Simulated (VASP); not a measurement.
# RbCo3 (Pm-3m) in VASP: single point with r2SCAN

Aim: the single point of RbCo3 with r2SCAN.

Program: VASP 6.6.1. These are calculated values, not measurements. Logs are shortened: lines on timing, memory, paths and dates and some standing lists are left out, and cuts for length are marked.

**1. The cell of the first run**

The structure is cubic, space group Pm-3m (No. 221). Conventional cell: a = 4.112 Å, b = 4.112 Å, c = 4.112 Å, α = 90.00°, β = 90.00°, γ = 90.00°. Within 3.8 Å of Rb (site symmetry m-3m) lie 12 Co at 2.91 Å. Within 3.8 Å of Co (site symmetry 4/mmm) lie 4 Rb at 2.91 Å and 8 Co at 2.91 Å.

**2. Single point, r2SCAN, collinear spin, ferromagnetic start**

The input, POSCAR:

```
RbCo3
1.0
    4.1118627349      0.0000000000      0.0000000000
    0.0000000000      4.1118627349      0.0000000000
    0.0000000000      0.0000000000      4.1118627349
Rb Co
1 3
Direct
    0.0000000000      0.0000000000      0.0000000000
    0.0000000000      0.5000000000      0.5000000000
    0.5000000000      0.0000000000      0.5000000000
    0.5000000000      0.5000000000      0.0000000000
```

The input, INCAR.step1:

```
PREC = Accurate
ENCUT = 520
ISMEAR = 0
SIGMA = 0.1
LREAL = False
LASPH = True
NELM = 150
ISPIN = 2
MAGMOM = 0 3 3 3
LMAXMIX = 4
NBANDS = 30
GGA = PE
ALGO = Normal
EDIFF = 1E-4
LWAVE = True
LCHARG = False
```

The input, INCAR.step2:

```
PREC = Accurate
ENCUT = 520
EDIFF = 1E-6
ISMEAR = 0
SIGMA = 0.1
LREAL = False
LASPH = True
NELM = 150
ALGO = Normal
ISIF = 2
LWAVE = False
LCHARG = False
ISPIN = 2
MAGMOM = 0 3 3 3
LORBIT = 11
LMAXMIX = 4
METAGGA = R2SCAN
LMIXTAU = True
NBANDS = 30
ISTART = 1
```

The input, KPOINTS:

```
regular mesh
0
Gamma
  4 4 4
```

Potentials or basis: VASP PAW PBE potentials, release 64 (Rb_sv, Co).

Run with:

```bash
$ cat potpaw_PBE.64/Rb_sv/POTCAR potpaw_PBE.64/Co/POTCAR > POTCAR
$ cp INCAR.step1 INCAR
$ mpirun -np 1 vasp_std > vasp.out
$ cp INCAR.step2 INCAR
$ mpirun -np 1 vasp_std > vasp.out
```

OUTCAR:

```text
PREC = Accurate
   ENCUT = 520
   EDIFF = 1E-6
   ISMEAR = 0
   LREAL = False
   LASPH = True
   NELM = 150
   ISIF = 2
   ISPIN = 2
   LORBIT = 11
   METAGGA = R2SCAN
   ISTART = 1

 ion  position               nearest neighbor table
   1  0.000  0.000  0.000-   2 2.91   3 2.91   4 2.91   2 2.91   3 2.91   2 2.91   4 2.91   2 2.91
                             3 2.91   4 2.91   3 2.91   4 2.91
   2  0.000  0.500  0.500-   1 2.91   3 2.91   4 2.91   1 2.91   4 2.91   1 2.91   3 2.91   1 2.91
                             3 2.91   4 2.91   4 2.91   3 2.91
   3  0.500  0.000  0.500-   1 2.91   2 2.91   4 2.91   1 2.91   4 2.91   2 2.91   4 2.91   4 2.91
                             1 2.91   2 2.91   1 2.91   2 2.91
   4  0.500  0.500  0.000-   1 2.91   2 2.91   3 2.91   2 2.91   3 2.91   1 2.91   3 2.91   3 2.91
                             1 2.91   2 2.91   2 2.91   1 2.91

  LATTYP: Found a simple cubic cell.
 ALAT       =     4.1118627349

  Lattice vectors:

 A1 = (   4.1118627349,   0.0000000000,   0.0000000000)
 A2 = (   0.0000000000,   4.1118627349,   0.0000000000)
 A3 = (   0.0000000000,   0.0000000000,   4.1118627349)

Analysis of symmetry for initial positions (statically):
=====================================================================
 Subroutine PRICEL returns:
 Original cell was already a primitive cell.

 Routine SETGRP: Setting up the symmetry group for a
 simple cubic supercell.

 Subroutine GETGRP returns: Found 48 space group operations
 (whereof 48 operations were pure point group operations)
 out of a pool of 48 trial point group operations.

The static configuration has the point symmetry O_h .

Analysis of symmetry for dynamics (positions and initial velocities):
=====================================================================
 Subroutine PRICEL returns:
 Original cell was already a primitive cell.

 Routine SETGRP: Setting up the symmetry group for a
 simple cubic supercell.

 Subroutine GETGRP returns: Found 48 space group operations
 (whereof 48 operations were pure point group operations)
 out of a pool of 48 trial point group operations.

The dynamic configuration has the point symmetry O_h .

Analysis of structural, dynamic, and magnetic symmetry:
=====================================================================
 Subroutine PRICEL returns:
 Original cell was already a primitive cell.

 Routine SETGRP: Setting up the symmetry group for a
 simple cubic supercell.

 Subroutine GETGRP returns: Found 48 space group operations
 (whereof 48 operations were pure point group operations)
 out of a pool of 48 trial point group operations.

The overall configuration has the point symmetry O_h .

 Subroutine INISYM returns: Found 48 space group operations
 (whereof 48 operations are pure point group operations),
 and found     1 'primitive' translations

----------------------------------------------------------------------------------------

                                     Primitive cell

  volume of cell :      69.5210

  direct lattice vectors                    reciprocal lattice vectors
     4.111862735  0.000000000  0.000000000     0.243198780  0.000000000  0.000000000
     0.000000000  4.111862735  0.000000000     0.000000000  0.243198780  0.000000000
     0.000000000  0.000000000  4.111862735     0.000000000  0.000000000  0.243198780

  length of vectors
     4.111862735  4.111862735  4.111862735     0.243198780  0.243198780  0.243198780

  position of ions in fractional coordinates (direct lattice)
     0.000000000  0.000000000  0.000000000
     0.000000000  0.500000000  0.500000000
     0.500000000  0.000000000  0.500000000
     0.500000000  0.500000000  0.000000000

  ion indices of the primitive-cell ions
   primitive index   ion index
                 1           1
                 2           2
                 3           3
                 4           4

----------------------------------------------------------------------------------------

 KPOINTS: regular mesh

Automatic generation of k-mesh.
 Grid dimensions read from file:
 generate k-points for:    4    4    4

 Generating k-lattice:

  Cartesian coordinates                     Fractional coordinates (reciprocal lattice)
     0.060799695  0.000000000  0.000000000     0.250000000  0.000000000  0.000000000
     0.000000000  0.060799695  0.000000000     0.000000000  0.250000000  0.000000000
     0.000000000  0.000000000  0.060799695     0.000000000  0.000000000  0.250000000

  Length of vectors
     0.060799695  0.060799695  0.060799695

  Shift w.r.t. Gamma in fractional coordinates (k-lattice)
     0.000000000  0.000000000  0.000000000

 Subroutine IBZKPT returns following result:
 ===========================================

 Found     10 irreducible k-points:

 Following reciprocal coordinates:
            Coordinates               Weight
  0.000000  0.000000  0.000000      1.000000
  0.250000  0.000000  0.000000      6.000000
  0.500000  0.000000  0.000000      3.000000
  0.250000  0.250000  0.000000     12.000000
  0.500000  0.250000  0.000000     12.000000
  0.500000  0.500000  0.000000      3.000000
  0.250000  0.250000  0.250000      8.000000
  0.500000  0.250000  0.250000     12.000000
  0.500000  0.500000  0.250000      6.000000
  0.500000  0.500000  0.500000      1.000000
   k-points           NKPTS =     10   k-points in BZ     NKDIM =     10   number of bands    NBANDS=     30
   number of dos      NEDOS =    301   number of ions     NIONS =      4
   total plane-waves  NPLWV =  32768
   dimension x,y,z NGX =    32 NGY =   32 NGZ =   32
   dimension x,y,z NGXF=    64 NGYF=   64 NGZF=   64
   ions per type =               1   3
   NGX,Y,Z   is equivalent  to a cutoff of  12.94, 12.94, 12.94 a.u.
   NGXF,Y,Z  is equivalent  to a cutoff of  25.88, 25.88, 25.88 a.u.
 SYSTEM =  unknown system
   PREC   = accura    normal or accurate (medium, high low for compatibility)
   ISTART =      1    job   : 0-new  1-cont  2-samecut
   ICHARG =      0    charge: 1-file 2-atom 10-const
   ISPIN  =      2    spin polarized calculation?
   LNONCOLLINEAR =      F non collinear calculations
   LSORBIT =      F    spin-orbit coupling
   LASPH  =      T    aspherical Exc in radial PAW
   ENCUT  =  520.0 eV  38.22 Ry    6.18 a.u.   7.65  7.65  7.65*2*pi/ulx,y,z
   NELM   =    150;   NELMIN=  2; NELMDL=  0     # of ELM steps
   EDIFF  = 0.1E-05   stopping-criterion for ELM
   LREAL  =      F    real-space projection
   EDIFFG = 0.1E-04   stopping-criterion for IOM
   NSW    =      0    number of steps for IOM
   IBRION =     -1    ionic relax: 0-MD 1-quasi-New 2-CG
   NFREE  =      0    steps in history (QN), initial steepest desc. (CG)
   ISIF   =      2    stress and relaxation
   ISYM   =      2    0-nonsym 1-usesym 2-fastsym
   POTIM  = 0.5000    time-step for ionic-motion
   TEBEG  =    0.0;   TEEND  =   0.0 temperature during run
   PSTRESS=    0.0 pullay stress
   NELECT =      36.0000    total number of electrons
   NUPDOWN=      -1.0000    fix difference up-down
   EMIN   =  10.00;   EMAX   =-10.00  energy-range for DOS
   EFERMI =   0.00;   METHOD = LEGACY
   ISMEAR =     0;   SIGMA  =   0.10  broadening in eV -4-tet -1-fermi 0-gaus
   EFERMI_NEDOS =   21; number of points for ismear=-14 and -15
   IALGO  =     38    algorithm
   IMIX   =      4    mixing-type and parameters
     AMIX     =   0.40;   BMIX     =  1.00
     AMIX_MAG =   1.60;   BMIX_MAG =  1.00
  volume/ion in A,a.u.               =      17.38       117.29
  Fermi-wavevector in a.u.,A,eV,Ry     =   1.314631  2.484292 23.514316  1.728254
  Thomas-Fermi vector in A             =   2.444870
   LORBIT       =     11    0 simple, 1 ext, 2 COOP (PROOUT), +10 PAW based schemes
   METAGGA = R2SCAN    functional components
   LHFCALC =     F    Hartree Fock is set to
   AEXX    =    0.0000 exact exchange contribution
   IVDW    =     0    specifies the selected vdW correction
   LEPSILON=     F    determine dielectric tensor
   LRPA    =     F    only Hartree local field effects (RPA)
 spin polarized calculation
 Gauss-broadening in eV      SIGMA  =   0.10
  energy-cutoff  :      520.00
  volume of cell :       69.52
 maximum number of plane-waves:      1888
 NGX is ok and might be reduce to    32
   NGX = 15   NGY = 15   NGZ = 15

 number of electron      36.0000024 magnetization       4.8475058

 Free energy of the ion-electron system (eV)
  ---------------------------------------------------
  ext. energy  EPLUGINS =         0.00000000
  ---------------------------------------------------
  free energy    TOTEN  =       -46.99119176 eV

  energy without entropy =      -46.97407439  energy(sigma->0) =      -46.98263307

 E-fermi :   5.6511     XC(G=0): -11.7053

 val. band max:        5.6202259350   @ k =   0.2500   0.2500   0.0000
 cond. band min:       5.6701179123   @ k =   0.5000   0.2500   0.2500
 fundamental gap:      0.0498919773
 Fermi energy:         5.6511020692

 spin component 1

 k-point     1 :       0.0000    0.0000    0.0000
  band No.  band energies     occupation
      1     -22.3730      1.00000
      2      -6.0818      1.00000
      3      -6.0818      1.00000
      4      -6.0818      1.00000
      5      -0.3919      1.00000
      6       1.6375      1.00000
[... 319 lines left out ...]
     29      16.8242      0.00000
     30      18.9639      0.00000
 Fermi energy:         5.6511020692

 spin component 2

 k-point     1 :       0.0000    0.0000    0.0000
  band No.  band energies     occupation
      1     -22.4249      1.00000
      2      -6.1423      1.00000
      3      -6.1423      1.00000
      4      -6.1423      1.00000
      5      -0.5365      1.00000
      6       3.4191      1.00000
[... 319 lines left out ...]
     29      16.9452      0.00000
     30      19.3861      0.00000

------------------------ aborting loop because EDIFF is reached ----------------------------------------

  FORCE on cell =-STRESS in cart. coord.  units (eV):
  Direction    XX          YY          ZZ          XY          YZ          ZX
  --------------------------------------------------------------------------------------
  -------------------------------------------------------------------------------------
  Total        0.2151095      0.2151095      0.2151095     -0.0000000     -0.0000000      0.0000000
  in kB        4.9574054      4.9574054      4.9574054     -0.0000000     -0.0000000      0.0000000
  external PRESSURE =       4.9574054 kB  Pullay stress =       0.0000000 kB

 VOLUME and BASIS-vectors are now :
 -----------------------------------------------------------------------------
  energy-cutoff  :      520.00
  volume of cell :       69.52
      direct lattice vectors                 reciprocal lattice vectors
     4.111862735  0.000000000  0.000000000     0.243198780  0.000000000  0.000000000
     0.000000000  4.111862735  0.000000000     0.000000000  0.243198780  0.000000000
     0.000000000  0.000000000  4.111862735     0.000000000  0.000000000  0.243198780

 POSITION                                       TOTAL-FORCE (eV/Angst)
 -----------------------------------------------------------------------------------
      0.00000      0.00000      0.00000         0.000000      0.000000      0.000000
      0.00000      2.05593      2.05593         0.000000      0.000000      0.000000
      2.05593      0.00000      2.05593         0.000000      0.000000      0.000000
      2.05593      2.05593      0.00000         0.000000      0.000000      0.000000
 -----------------------------------------------------------------------------------
    total drift:                                0.000000     -0.000000     -0.000000

  FREE ENERGIE OF THE ION-ELECTRON SYSTEM (eV)
  ---------------------------------------------------
  free  energy   TOTEN  =       -46.9911917569 eV

  energy  without entropy=      -46.9740743888  energy(sigma->0) =      -46.98263307

 total charge

# of ion       s       p       d       tot
------------------------------------------
    1        2.005   5.310   0.187   7.502
    2        0.403   0.221   7.265   7.889
    3        0.403   0.221   7.265   7.889
    4        0.403   0.221   7.265   7.889
--------------------------------------------------
tot          3.215   5.973  21.981  31.169

 magnetization (x)

# of ion       s       p       d       tot
------------------------------------------
    1       -0.010   0.006  -0.049  -0.054
    2       -0.001  -0.030   1.775   1.744
    3       -0.001  -0.030   1.775   1.744
    4       -0.001  -0.030   1.775   1.744
--------------------------------------------------
tot         -0.012  -0.084   5.276   5.180
```

Run time: 91 s. Hardware: 1 thread of Intel Xeon Platinum 8488C (Sapphire Rapids), shared host; peak memory 0.23 GiB.

What came out:

| Quantity | Value |
| --- | --- |
| Free energy | -46.9912 eV |
| Pressure | 0.5 GPa |
| Net moment | 4.85 μB per cell |
| Site moments | Rb -0.05; Co +1.74 μB |
| Valence electrons inside the program's atomic spheres | Rb 7.50; Co 7.89 |

Caveat: the k points lie up to 0.38 Å⁻¹ apart; the PAW data sets were made with another functional, which shifts forces and pressure a little.
